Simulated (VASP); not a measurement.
Input of a VASP 6.6.1 run:

The input INCAR:

```
SYSTEM = PbSe
PREC     = Accurate       ! precision mode
ENCUT    = 520            ! plane-wave cutoff, eV
EDIFF    = 1E-7           ! SCF threshold, eV
ISMEAR   = -1             ! smearing method
SIGMA    = 0.01           ! smearing width, eV
LREAL    = .FALSE.        ! projectors in reciprocal space
LASPH    = .TRUE.         ! aspherical terms in the spheres
NELM     = 100            ! most SCF steps
ALGO     = Normal         ! electronic algorithm
ISIF     = 2              ! what is computed and relaxed
LWAVE    = .FALSE.        ! write WAVECAR
LCHARG   = .FALSE.        ! write CHGCAR
GGA      = PE             ! functional
NBANDS   = 17             ! bands
```

KPOINTS

```
Automatic mesh
0
G
  9 9 9
  0 0 0
```

File POSCAR:

```
PbSe
1.0
    0.0918645000      3.1080822500      3.1080822500
    3.1080822500      0.0918645000      3.1080822500
    3.1080822500      3.1080822500      0.0918645000
Pb Se
1 1
Direct
    0.0000000000      0.0000000000      0.0000000000
    0.5000000000      0.5000000000      0.5000000000
```

Potentials or basis: VASP PAW PBE potentials, release 64 (Pb_d, Se).

Launch:

```sh
$ cat potpaw_PBE.64/Pb_d/POTCAR potpaw_PBE.64/Se/POTCAR > POTCAR
$ mpirun -np 1 vasp_std > vasp.out
```

Problem. Estimate the band gap on the k mesh.

Solution. 0.43 eV, indirect (least direct gap 0.66 eV).

Problem. Predict the pressure.

Solution. 2.3 GPa.

Stress tensor (GPa, compression positive):
```
 2.32 -0.54 -0.54
-0.54  2.32 -0.54
-0.54 -0.54  2.32
```

Caveat: the cell differs from its parent crystal (equal xy, yz and zx shear strains of +3 %); spin-orbit coupling is left out, which moves the levels of the heavy elements. A k mesh can miss the band edges.
